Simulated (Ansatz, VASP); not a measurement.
**Two plane-wave programs on LaSi2C2**

```
C La Si
1.0
     4.15247    0.00000    0.00000
     0.00000    4.15247    0.00000
     0.00000    0.00000    8.60927
C La Si
4 2 4
Direct
  0.17300 0.50000 0.25000
  0.50000 0.82700 0.75000
  0.82700 0.50000 0.25000
  0.50000 0.17300 0.75000
  0.00000 0.00000 0.00000
  0.00000 0.00000 0.50000
  0.50000 0.22600 0.25000
  0.22600 0.50000 0.75000
  0.50000 0.77400 0.25000
  0.77400 0.50000 0.75000
```

Alike in both runs: task single point; functional PBE; k mesh 4 × 4 × 2; occupations fermi-dirac, width 0.005 eV; no spin polarisation.

|  | VASP | Ansatz |
| --- | --- | --- |
| version | VASP 6.6.1 | Ansatz 0.2.0 |
| potentials or method | VASP PAW PBE potentials, release 64 (C, La, Si), cutoff 520 eV | PAW plane waves |
| valence electrons in the cell | 54 | 54 |

```csv
,VASP,Ansatz,Ansatz less VASP
gap on the k mesh at the Fermi level (eV),none,none,-
pressure (GPa),23.4,23.6,+0.19
"traceless stress, the component that is largest in VASP (GPa)",-27.16,-27.23,-0.071
rms of the force components (eV/Å),1.692,1.711,+0.0196
```

Atom by atom the forces differ by 0.021 eV/Å (rms over components). A gap of «none» marks a metal or a gap that the smearing closes.

The k mesh is coarse, so the values compare programs but aren't converged. Spin-orbit coupling is off throughout.
